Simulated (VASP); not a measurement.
Input of a VASP 6.6.1 run:

INCAR

```
ALGO = Normal ; EDIFF = 1E-6
EDIFFG = -0.04 ; ENCUT = 600
GGA = PE ; IBRION = 2
ISIF = 3 ; ISMEAR = 0
LASPH = T ; LCHARG = F
LREAL = F ; LWAVE = F
NELM = 100 ; NSW = 90
PREC = Accurate ; SIGMA = 0.1
```

Contents of KPOINTS:

```
k-points
0
Gamma
  6 6 6
```

POSCAR

```
NaF
1.0
    0.0000000000      3.2429680400      5.2300677000
    1.5652032600      0.0000000000      5.2300677000
    1.5652032600      3.2429680400      0.0000000000
Na F
2 2
Direct
    0.1826694600      0.1826694600      0.8173305400
    0.4326694600      0.4326694600      0.0673305400
    0.8173305400      0.8173305400      0.1826694600
    0.0673305400      0.0673305400      0.4326694600
```

Potentials or basis: VASP PAW PBE potentials, release 64 (Na_pv, F).

The run is started by

```console
$ cat potpaw_PBE.64/Na_pv/POTCAR potpaw_PBE.64/F/POTCAR > POTCAR
$ mpirun -np 1 vasp_std > vasp.out
```

Problem. Predict the relaxed volume.

Solution. 15.02 Å³/atom.

Problem. What does it give for the space group after relaxing (to 0.1 Å)?

Solution. Fdd2 (No. 43).

Stress tensor (GPa, compression positive):
```
 0.25  0.00  0.00
 0.00 -0.01  0.00
 0.00  0.00 -0.18
```
